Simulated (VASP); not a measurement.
# AlSi16 (a cell with a defect): single point with PBE

Crystal: AlSi16 (a cell with a defect).

```
Si Al
1.0
     0.00000    5.43000    5.43000
     5.43000    0.00000    5.43000
     5.43000    5.43000    0.00000
Si Al
16 1
Cartesian
  0.1771 -0.1772 -0.1765
  1.2394 1.2691 1.2698
  2.6288 2.8013 -0.1196
  4.1609 4.1908 1.2699
  2.6288 -0.1203 2.8020
  4.1609 1.2692 4.1915
  5.5503 2.8014 2.8022
  6.6125 4.2477 4.2484
  -0.0112 2.6656 2.6662
  1.5329 3.8971 3.8978
  2.7644 5.4414 2.6664
  4.0253 6.8349 4.0598
  2.7644 2.6657 5.4421
  4.0253 4.0591 6.8355
  5.2568 5.6034 5.6041
  6.8009 6.8350 6.8357
  3.3948 7.4652 7.4660
```

```
Program             : VASP 6.6.1
Task                : single point
Functional          : PBE
Potentials or basis : VASP PAW PBE potentials, release 64 (Si, Al)
Cutoff              : 520 eV
k mesh              : 2 × 2 × 2
Occupations         : gaussian, width 0.05 eV
Spin                : collinear spin, zero start
Starting moments    : [0.0, 0.0, 0.0, 0.0, 0.0, 0.0, 0.0, 0.0, 0.0, 0.0, 0.0, 0.0, 0.0, 0.0, 0.0, 0.0, 0.0] μB
```

```
Pressure                                              : 5.5 GPa
Largest force                                         : 0.064 eV/Å
Net moment                                            : 0.00 μB per cell
Valence electrons inside the program's atomic spheres : Si 1.71, 1.68, 1.70; Al 0.87
```

Forces in eV/Å, atoms in the order of the input:
```
Si   0.028 -0.027 -0.028
Si  -0.004 -0.018 -0.018
Si  -0.019  0.018 -0.004
Si   0.019  0.004 -0.018
Si  -0.018 -0.004  0.018
Si   0.018 -0.018  0.004
Si   0.004  0.018  0.018
Si  -0.028  0.028  0.027
Si   0.012 -0.020 -0.020
Si   0.037 -0.037 -0.037
Si   0.020 -0.012 -0.020
Si  -0.020  0.020  0.012
Si   0.020 -0.020 -0.012
Si  -0.020  0.012  0.020
Si  -0.037  0.037  0.037
Si  -0.012  0.020  0.020
Al   0.000  0.001 -0.001
```

Stress tensor (GPa, compression positive):
```
 5.46  0.83  0.83
 0.83  5.46 -0.83
 0.83 -0.83  5.46
```

Levels at points of the mesh, in eV from the Fermi level:
Spin up:
```
           k point  band 30  band 31  band 32  band 33  band 34  band 35  band 36  band 37
(0.00, 0.00, 0.00)    -1.40    -1.03    -0.76    -0.76    -0.61    -0.18    -0.18     0.10
(0.50, 0.00, 0.00)    -1.50    -1.41    -1.41    -0.47     0.24     0.33     0.33     1.08
(0.00, 0.50, 0.00)    -1.51    -1.50    -1.44    -0.32     0.03     0.40     0.53     0.79
(0.50, 0.50, 0.50)    -1.51    -1.50    -1.44    -0.32     0.03     0.40     0.53     0.79
(0.50, 0.50, 0.00)    -2.06    -2.02    -1.86    -0.08     0.04     0.95     1.47     1.50
(0.00, 0.50, 0.50)    -2.06    -2.02    -1.86    -0.08     0.04     0.95     1.47     1.50
```
Spin down:
| k point | band 29 | band 30 | band 31 | band 32 | band 33 | band 34 | band 35 | band 36 | band 37 | band 38 |
| --- | --- | --- | --- | --- | --- | --- | --- | --- | --- | --- |
| (0.00, 0.00, 0.00) | -1.57 | -1.40 | -1.03 | -0.76 | -0.76 | -0.61 | -0.18 | -0.18 | 0.10 | 0.10 |
| (0.50, 0.00, 0.00) | -1.50 | -1.50 | -1.41 | -1.41 | -0.47 | 0.24 | 0.33 | 0.33 | 1.08 | 1.08 |
| (0.00, 0.50, 0.00) | -1.53 | -1.51 | -1.50 | -1.44 | -0.32 | 0.03 | 0.40 | 0.53 | 0.79 | 0.96 |
| (0.50, 0.50, 0.50) | -1.53 | -1.51 | -1.50 | -1.44 | -0.32 | 0.03 | 0.40 | 0.53 | 0.79 | 0.96 |
| (0.50, 0.50, 0.00) | -2.17 | -2.06 | -2.02 | -1.86 | -0.08 | 0.04 | 0.95 | 1.47 | 1.50 | 1.56 |
| (0.00, 0.50, 0.50) | -2.17 | -2.06 | -2.02 | -1.86 | -0.08 | 0.04 | 0.95 | 1.47 | 1.50 | 1.56 |

Run time: 2.9 min on 1 thread of Intel(R) Xeon(R) 6975P-C (Granite Rapids) (shared host), peak memory 0.69 GiB.

Caveat: the k points lie up to 0.50 Å⁻¹ apart.
